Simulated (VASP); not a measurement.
The system is Si2C3.

```
Si C
1.0
     2.56766    0.00000    0.00000
    -1.28383    2.22366    0.00000
     0.00000    0.00000   12.05591
Si C
2 3
Cartesian
  0.0000 0.0000 10.8503
  0.0000 0.0000 1.2056
  0.0000 0.0000 3.6168
  0.0000 0.0000 6.0280
  0.0000 0.0000 8.4391
```

| Quantity | Value |
| --- | --- |
| Program | VASP 6.6.1 |
| Task | relaxation of cell and atoms |
| Functional | PBE |
| Potentials or basis | VASP PAW PBE potentials, release 64 (Si, C) |
| Cutoff | 600 eV |
| k mesh | 6 × 6 × 2 |
| Occupations | gaussian, width 0.1 eV |
| Spin | no spin polarisation |

At the start: pressure -18.7 GPa; volume 13.77 Å³/atom.

Problem. Where does the relaxation end?

Solution. Over 63 steps the energy falls by 1988.7 meV/atom and the volume is 12.19 Å³/atom (-11.4 %); space group P6/mmm (No. 191, to 0.1 Å) before and after.

Step by step:
| step | energy change (eV) | largest force (eV/Å) | pressure (GPa) | volume (Å³) |
| --- | --- | --- | --- | --- |
| 1 | 0.0000 | 2.3016 | -18.73 | 68.83 |
| 3 | -1.8755 | 1.5885 | 4.22 | 50.24 |
| 5 | -3.8542 | 5.4425 | 6.51 | 47.48 |
| 7 | -4.3651 | 10.4149 | 18.31 | 46.19 |
| 9 | -5.0372 | 15.7939 | 54.71 | 44.40 |
| 11 | -5.0918 | 15.4545 | 51.50 | 44.53 |
| 13 | -5.2335 | 16.1649 | 59.97 | 44.35 |
| 15 | -5.2900 | 15.7389 | 66.93 | 44.21 |
| 17 | -5.7046 | 14.2653 | 65.61 | 44.37 |
| 19 | -7.1127 | 8.3562 | 64.26 | 45.10 |
| 21 | -7.5305 | 6.3322 | 66.66 | 45.69 |
| 23 | -8.5732 | 3.5916 | 44.06 | 47.44 |
| 25 | -9.2248 | 2.2076 | 14.15 | 50.68 |
| 27 | -9.3238 | 1.7580 | 12.20 | 51.30 |
| 29 | -9.6599 | 3.8617 | 9.75 | 55.41 |
| 31 | -9.8087 | 1.7071 | 5.63 | 56.13 |
| 33 | -9.9157 | 0.3820 | -1.65 | 59.57 |
| 35 | -9.9232 | 0.1386 | -0.17 | 59.56 |
| 37 | -9.9236 | 0.0857 | 0.04 | 59.58 |
| 39 | -9.9240 | 0.2138 | 0.05 | 59.61 |
| 41 | -9.9245 | 0.1948 | 0.12 | 59.62 |
| 43 | -9.9264 | 0.1088 | 0.45 | 59.68 |
| 45 | -9.9348 | 0.2860 | 2.06 | 59.92 |
| 47 | -9.9361 | 0.4154 | 2.38 | 59.99 |
| 49 | -9.9367 | 0.4146 | 2.34 | 60.03 |
| 51 | -9.9372 | 0.4110 | 2.25 | 60.11 |
| 53 | -9.9389 | 0.3030 | 1.93 | 60.16 |
| 55 | -9.9415 | 0.1768 | 0.50 | 60.38 |
| 57 | -9.9418 | 0.0867 | 0.70 | 60.37 |
| 59 | -9.9429 | 0.0533 | 0.36 | 60.61 |
| 61 | -9.9431 | 0.1025 | 0.11 | 60.79 |
| 63 | -9.9436 | 0.0293 | 0.03 | 60.97 |

Final structure:
```
Si C
1.0
     2.81015    0.00000    0.00000
    -1.40508    2.43366    0.00000
     0.00000    0.00000    8.91453
Si C
2 3
Direct
  0.00000 0.00000 0.84605
  0.00000 0.00000 0.15395
  0.00000 0.00000 0.35675
  0.00000 0.00000 0.50000
  0.00000 0.00000 0.64325
```

Caveat: the k points lie up to 0.43 Å⁻¹ apart in the final cell, too coarse for converged energies and pressures of a metal; a cell axis changed by over 15 % at a fixed basis, so the end point is rough.
